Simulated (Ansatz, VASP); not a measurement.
# PbSe: VASP beside Ansatz

INCAR

```
SYSTEM = PbSe
PREC = Accurate
ENCUT = 520
EDIFF = 1E-6
ISMEAR = -1
SIGMA = 0.02
LREAL = .False.
LASPH = .True.
NELM = 100
ALGO = Normal
ISIF = 2
LWAVE = .False.
LCHARG = .False.
GGA = PE
NBANDS = 17
```

File KPOINTS:

```
Automatic mesh
0
Gamma
  8 8 8
  0 0 0
```

Contents of POSCAR:

```
PbSe
1.0
   -0.0863292271      3.0887022202      3.0887022202
    3.0887022202     -0.0863292271      3.0887022202
    3.0023729931      3.0023729931      0.0000000000
Pb Se
1 1
Direct
    0.0000000000      0.0000000000      0.0000000000
    0.5000000000      0.5000000000      0.5000000000
```

Input for Ansatz:

```yaml
crystal:
  lattice:
    - [-0.0863292271, 3.0887022202, 3.0887022202]
    - [3.0887022202, -0.0863292271, 3.0887022202]
    - [3.0023729931, 3.0023729931, 0.0]
  atoms:
    - { symbol: Pb, position: [0.0, 0.0, 0.0] }
    - { symbol: Se, position: [0.5, 0.5, 0.5] }
kpoints:
  mp_grid: { grid: [8, 8, 8] }
  band_path:
    path:
      - [0.0, 0.0, 0.0]
      - [0.5, 0.0, 0.5]
      - [0.625, 0.25, 0.625]
      - [0.375, 0.375, 0.75]
      - [0.5, 0.5, 0.5]
      - [0.5, 0.25, 0.75]
    npoints: 1
hamiltonian:
  xc: pbe
scf:
  occupations: { method: fermi_dirac, width: 0.02 }
  n_extra_bands: 4
output:
  forces: true
  stress: true
  eigenvalues: true
```

Change from the starting cell: shear_xy strain -5.6%.

Alike in both runs: task single point; functional PBE; k mesh 8 × 8 × 8; occupations fermi-dirac, width 0.02 eV; no spin polarisation.

|  | VASP | Ansatz |
| --- | --- | --- |
| version | VASP 6.6.1 | Ansatz 0.2.0 |
| potentials or method | VASP PAW PBE potentials, release 64 (Pb_d, Se) | plane waves, PAW |
| plane-wave cutoff (eV) | 520 | 420 |
| valence electrons in the cell | 20 | 30 |

```tsv
	VASP	Ansatz	Ansatz less VASP
pressure (GPa)	0.9	0.9	+0.02
traceless stress, the component that is largest in VASP (GPa)	0.96	0.96	-0.001
```

VASP's potentials hold 20 valence electrons a cell and Ansatz's 30, so a difference there can come from the potentials and not from the codes.

Neither program's run includes spin-orbit coupling.
